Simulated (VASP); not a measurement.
**MoS2: single point with PBE+D4**

The system is MoS2.

```
CELL_PARAMETERS angstrom
1.57866 0.91144 6.03748
-1.57866 0.91144 6.03748
0.00000 -1.82288 6.03748
ATOMIC_POSITIONS crystal
Mo 0.00009 0.00009 0.00009
S 0.24718 0.24718 0.24718
S 0.41973 0.41973 0.41973
```

```
Program             : VASP 6.6.1
Task                : single point
Functional          : PBE
Dispersion          : D4
Potentials or basis : VASP PAW PBE potentials, release 64 (Mo_sv, S)
Cutoff              : 520 eV
k mesh              : 8 × 8 × 8
Occupations         : fermi-dirac, width 0.02 eV
Spin                : no spin polarisation
```

| Item | Value |
| --- | --- |
| Pressure | -0.1 GPa |
| Largest force | 0.027 eV/Å |
| Band gap on the k mesh | 0.93 eV (least direct gap 2.05 eV) |
| Dispersion energy per atom | -0.438 eV |

Forces in eV/Å, atoms in the order of the input:
```
Mo   0.000  0.000  0.003
S    0.000  0.000  0.025
S    0.000  0.000 -0.027
```

Stress tensor (GPa, compression positive):
```
-0.11  0.00  0.00
 0.00 -0.11  0.00
 0.00  0.00 -0.22
```

Levels at points of the mesh, in eV from the valence-band top:
| k point | band 11 | band 12 | band 13 | band 14 | band 15 | band 16 |
| --- | --- | --- | --- | --- | --- | --- |
| (0.00, 0.00, 0.00) | -2.26 | -1.30 | -1.12 | 1.98 | 1.98 | 2.38 |
| (0.50, 0.00, 0.00) | -2.40 | -1.59 | -1.53 | 1.61 | 1.98 | 3.32 |
| (0.50, 0.50, 0.00) | -3.06 | -1.85 | -1.34 | 1.55 | 2.13 | 2.95 |
| (0.50, 0.50, 0.50) | -2.22 | -2.22 | 0.00 | 2.10 | 2.10 | 2.21 |

Wall time 6.1 min on 1 thread of Intel Xeon 8259CL, with other jobs on the host, peak memory 0.34 GiB.

A k mesh can miss the band edges. Expect the measured gap to be larger: semilocal functionals such as PBE lack the derivative discontinuity.
